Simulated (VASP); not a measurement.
# HfN (F-43m) in VASP: a series of runs, part 2 of 2

VASP 6.6.1. The steps go on from the part before.

### 3 Single point, PBEsol (volume scaled by 1.04)

Contents of INCAR:

```
SYSTEM = HfN
PREC = Accurate
ENCUT = 520
EDIFF = 1E-6
ISMEAR = -1
SIGMA = 0.05
LREAL = .False.
LASPH = .True.
NELM = 80
ALGO = Normal
ISIF = 2
LWAVE = .False.
LCHARG = .False.
GGA = PS
NBANDS = 14
```

Contents of KPOINTS:

```
Automatic mesh
0
Gamma
  9 9 9
  0 0 0
```

Contents of POSCAR:

```
HfN
1.0
    0.0000000000      2.4871259940      2.4871259940
    2.4871259940      0.0000000000      2.4871259940
    2.4871259940      2.4871259940      0.0000000000
Hf N
1 1
Direct
    0.0000000000      0.0000000000      0.0000000000
    0.2500000000      0.2500000000      0.2500000000
```

Potentials or basis: VASP PAW PBE potentials, release 64 (Hf_pv, N).

Started as:

```console
$ cat potpaw_PBE.64/Hf_pv/POTCAR potpaw_PBE.64/N/POTCAR > POTCAR
$ mpirun -np 1 vasp_std > vasp.out
```

OUTCAR:

```text
SYSTEM = HfN
   PREC = Accurate
   ENCUT = 520
   EDIFF = 1E-6
   ISMEAR = -1
   LREAL = .False.
   LASPH = .True.
   NELM = 80
   ISIF = 2
   GGA = PS

 ion  position               nearest neighbor table
   1  0.000  0.000  0.000-   2 2.15   2 2.15   2 2.15   2 2.15
   2  0.250  0.250  0.250-   1 2.15   1 2.15   1 2.15   1 2.15

  LATTYP: Found a face centered cubic cell.
 ALAT       =     4.9742519880

  Lattice vectors:

 A1 = (   0.0000000000,   2.4871259940,   2.4871259940)
 A2 = (   2.4871259940,   0.0000000000,   2.4871259940)
 A3 = (   2.4871259940,   2.4871259940,   0.0000000000)

Analysis of symmetry for initial positions (statically):
=====================================================================
 Subroutine PRICEL returns:
 Original cell was already a primitive cell.

 Routine SETGRP: Setting up the symmetry group for a
 face centered cubic supercell.

 Subroutine GETGRP returns: Found 24 space group operations
 (whereof 24 operations were pure point group operations)
 out of a pool of 48 trial point group operations.

The static configuration has the point symmetry T_d .

Analysis of symmetry for dynamics (positions and initial velocities):
[... 165 lines left out ...]

 k-point     1 :       0.0000    0.0000    0.0000
  band No.  band energies     occupation
      1     -25.8945      2.00000
      2     -25.8945      2.00000
      3     -25.8945      2.00000
      4     -10.5971      2.00000
      5       0.0309      2.00000
      6       0.0309      2.00000
      7       0.0309      2.00000
      8       4.4817      2.00000
      9       7.4131      0.00000
     10       7.4131      0.00000
     11      11.6348      0.00000
     12      11.6348      0.00000
     13      11.6348      0.00000
     14      18.0126      0.00000
[... 377 lines left out ...]
      1     -26.2821      2.00000
      2     -26.0268      2.00000
      3     -26.0268      2.00000
      4      -9.2678      2.00000
      5      -1.4035      2.00000
      6       1.6821      2.00000
      7       1.6821      2.00000
      8       4.1906      2.00000
      9       7.5216      0.00000
     10       9.0418      0.00000
     11       9.8572      0.00000
     12       9.8572      0.00000
     13      13.7461      0.00000
     14      16.5171      0.00000

 [... further k-points ...]
[... 5 lines left out ...]
  --------------------------------------------------------------------------------------
  -------------------------------------------------------------------------------------
  Total       -2.4034981     -2.4034981     -2.4034981      0.0000000     -0.0000000     -0.0000000
  in kB     -125.1500456   -125.1500456   -125.1500456      0.0000000     -0.0000000     -0.0000000
  external PRESSURE =    -125.1500456 kB  Pullay stress =       0.0000000 kB

 VOLUME and BASIS-vectors are now :
 -----------------------------------------------------------------------------
  energy-cutoff  :      520.00
  volume of cell :       30.77
      direct lattice vectors                 reciprocal lattice vectors
     0.000000000  2.487125994  2.487125994    -0.201035252  0.201035252  0.201035252
     2.487125994  0.000000000  2.487125994     0.201035252 -0.201035252  0.201035252
     2.487125994  2.487125994  0.000000000     0.201035252  0.201035252 -0.201035252

 POSITION                                       TOTAL-FORCE (eV/Angst)
 -----------------------------------------------------------------------------------
      0.00000      0.00000      0.00000         0.000000      0.000000     -0.000000
      1.24356      1.24356      1.24356        -0.000000     -0.000000      0.000000
 -----------------------------------------------------------------------------------
    total drift:                               -0.000000     -0.000000     -0.000000

  FREE ENERGIE OF THE ION-ELECTRON SYSTEM (eV)
  ---------------------------------------------------
  free  energy   TOTEN  =       -22.1871421524 eV

  energy  without entropy=      -22.1809944995  energy(sigma->0) =      -22.18406833
```

OSZICAR:

```text
N       E                     dE             d eps       ncg     rms          rms(c)
DAV:   1     0.426796348755E+02    0.42680E+02   -0.75919E+03   988   0.968E+02
DAV:   2    -0.228211661198E+02   -0.65501E+02   -0.61167E+02  1336   0.234E+02
DAV:   3    -0.255102358577E+02   -0.26891E+01   -0.26794E+01  1160   0.391E+01
DAV:   4    -0.255259009228E+02   -0.15665E-01   -0.15664E-01  1178   0.360E+00
DAV:   5    -0.255260652832E+02   -0.16436E-03   -0.16436E-03  1136   0.325E-01    0.508E+01
DAV:   6    -0.223688370741E+02    0.31572E+01   -0.12207E+01  1082   0.234E+01    0.374E+01
DAV:   7    -0.222195470406E+02    0.14929E+00   -0.72891E-01  1046   0.741E+00    0.241E+01
DAV:   8    -0.221973861107E+02    0.22161E-01   -0.14320E-01  1148   0.325E+00    0.661E+00
DAV:   9    -0.221873345489E+02    0.10052E-01   -0.26536E-02  1082   0.122E+00    0.173E+00
DAV:  10    -0.221871959013E+02    0.13865E-03   -0.17919E-03  1214   0.369E-01    0.356E-01
DAV:  11    -0.221871439944E+02    0.51907E-04   -0.14914E-04  1088   0.110E-01    0.844E-02
DAV:  12    -0.221871422498E+02    0.17446E-05   -0.21233E-05  1316   0.352E-02    0.246E-02
DAV:  13    -0.221871421524E+02    0.97399E-07   -0.84676E-07   670   0.868E-03
   1 F= -.22187142E+02 E0= -.22184068E+02  d E =-.614765E-02
```

Wall time 15 s (1 thread of Intel Xeon Platinum 8259CL at 2.50GHz (Skylake/Cascade Lake), shared host); peak memory 0.16 GiB.

What came out:

* Free energy: -22.1871 eV
* Pressure: -12.5 GPa

Caveat: the PAW data sets were made with another functional, which shifts forces and pressure a little; spin-orbit coupling is left out, which moves the levels of the heavy elements.

### 4 Single point, PBEsol (volume scaled by 1.06)

Contents of INCAR:

```
  PREC = Accurate
  ENCUT = 520
  EDIFF = 1E-6
  ISMEAR = -1
  SIGMA = 0.05
  LREAL = F
  LASPH = T
  NELM = 80
  ALGO = Normal
  ISIF = 2
  LWAVE = F
  LCHARG = F
  GGA = PS
  NBANDS = 14
```

Contents of KPOINTS:

```
Automatic mesh
0
Gamma
  9 9 9
```

Contents of POSCAR:

```
HfN
1.0
    0.0000000000      2.5029679880      2.5029679880
    2.5029679880      0.0000000000      2.5029679880
    2.5029679880      2.5029679880      0.0000000000
Hf N
1 1
Direct
    0.0000000000      0.0000000000      0.0000000000
    0.2500000000      0.2500000000      0.2500000000
```

Started as:

```console
$ cat potpaw_PBE.64/Hf_pv/POTCAR potpaw_PBE.64/N/POTCAR > POTCAR
$ mpirun -np 1 vasp_std > vasp.out
```

Run time: 14 s. Hardware: 1 thread of Intel Xeon Platinum 8259CL at 2.50GHz (Skylake/Cascade Lake), shared host; peak memory 0.16 GiB.

It converged, with:

* Free energy: -22.1359 eV
* Pressure: -15.3 GPa

Levels at points of the mesh, in eV from the Fermi level:
| k point | band 5 | band 6 | band 7 | band 8 | band 9 | band 10 | band 11 | band 12 |
| --- | --- | --- | --- | --- | --- | --- | --- | --- |
| (0.00, 0.00, 0.00) | -5.16 | -5.16 | -5.16 | -0.84 | 2.09 | 2.09 | 6.23 | 6.23 |

Caveat: the PAW data sets were made with another functional, which shifts forces and pressure a little; spin-orbit coupling is left out, which moves the levels of the heavy elements.

### 5 The runs side by side

```csv
cell,gap on the mesh (eV),pressure (GPa)
"a = 3.495 Å, angles 60.0°, 2 atoms",none,-9.4
"a = 3.517 Å, angles 60.0°, 2 atoms",none,-12.5
"a = 3.540 Å, angles 60.0°, 2 atoms",none,-15.3
```

Alike in all rows: task single point; level PBEsol; potentials or basis VASP PAW PBE potentials, release 64 (Hf_pv, N); no spin polarisation; k mesh 9 × 9 × 9; cutoff (eV) 520; smearing fermi-dirac 0.05 eV.

Caveats: the PAW data sets were made with another functional, which shifts forces and pressure a little; spin-orbit coupling is left out, which moves the levels of the heavy elements.

Total energies depend on the potentials used, so only differences within one code and one set of settings carry meaning.
